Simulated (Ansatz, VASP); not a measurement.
## CdS in VASP and in Ansatz

```
Cd S
1.0
     4.16389    0.00000    0.00000
    -2.08195    3.60604    0.00000
     0.00000    0.00000    6.76751
Cd S
2 2
Direct
  0.67270 0.32707 0.49871
  0.32707 0.67270 0.99871
  0.66342 0.33681 0.87829
  0.33681 0.66342 0.37829
```

Alike in both runs: task single point; functional PBE; k mesh 2 × 2 × 2; occupations fermi-dirac, width 0.01 eV; no spin polarisation.

|  | VASP | Ansatz |
| --- | --- | --- |
| version | VASP 6.6.1 | Ansatz 0.2.0 |
| potentials or method | VASP PAW PBE potentials, release 64 (Cd, S), cutoff 500 eV | plane-wave PAW DFT |
| valence electrons in the cell | 36 | 52 |

|  | VASP | Ansatz | Ansatz less VASP |
| --- | --- | --- | --- |
| gap on the k mesh at the Fermi level (eV) | 1.08 | 1.08 | -0.003 |
| rms of the force components (eV/Å) | 0.203 | 0.200 | -0.0025 |

VASP's potentials hold 36 valence electrons a cell and Ansatz's 52, so a difference there can come from the potentials and not from the codes.

The k mesh is coarse, so the values compare programs but aren't converged.
